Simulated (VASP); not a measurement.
Wanted: the native input for a VASP 6.6.1 run.

* Task: single point
* Functional: PBEsol
* Potentials or basis: VASP PAW PBE potentials, release 64 (Yb, C)
* Cutoff: 520 eV
* k mesh: 10 × 10 × 10
* Occupations: gaussian, width 0.05 eV
* Spin: collinear spin
* Starting moments: [0.05, 0.0] μB
* Dipole correction: no
* Further INCAR settings: ALGO = Normal; EDIFF = 1e-06; NBANDS = 25

The structure of YbC lies in POSCAR:

```
YbC
1.0
    2.9459872708      0.0000000000      0.0000000000
    0.0000000000      2.9459872708      0.0000000000
    0.0000000000      0.0000000000      2.9459872708
Yb C
1 1
Direct
    0.0000000000      0.0000000000      0.0000000000
    0.5000000000      0.5000000000      0.5000000000
```

One way to write it, as run:

INCAR

```
  ALGO = Normal
  EDIFF = 1E-6
  ENCUT = 520
  GGA = PS
  ISIF = 2
  ISMEAR = 0
  ISPIN = 2
  LASPH = True
  LCHARG = False
  LMAXMIX = 6
  LORBIT = 11
  LREAL = False
  LWAVE = False
  MAGMOM = 0.05 0
  NBANDS = 25
  NELM = 150
  PREC = Accurate
  SIGMA = 0.05
```

KPOINTS

```
k-points
0
Gamma
  10 10 10
```

Potentials or basis: VASP PAW PBE potentials, release 64 (Yb, C).

Launch:

```bash
$ cat potpaw_PBE.64/Yb/POTCAR potpaw_PBE.64/C/POTCAR > POTCAR
$ mpirun -np 1 vasp_std > vasp.out
```

Results of the run:

| Quantity | Value |
| --- | --- |
| Pressure | 5.5 GPa |
| Band gap on the k mesh | zero (filled and empty bands overlap) |
| Net moment | 0.00 μB per cell |
| Valence electrons inside the program's atomic spheres | Yb 22.45; C 2.23 |

Caveat: the cell stands under pressure; the PAW data sets were made with another functional, which shifts forces and pressure a little; spin-orbit coupling is left out, which moves the levels of the heavy elements.

It took 4.9 min on 1 thread of Intel Xeon 8259CL, on a shared host, peak memory 0.21 GiB.
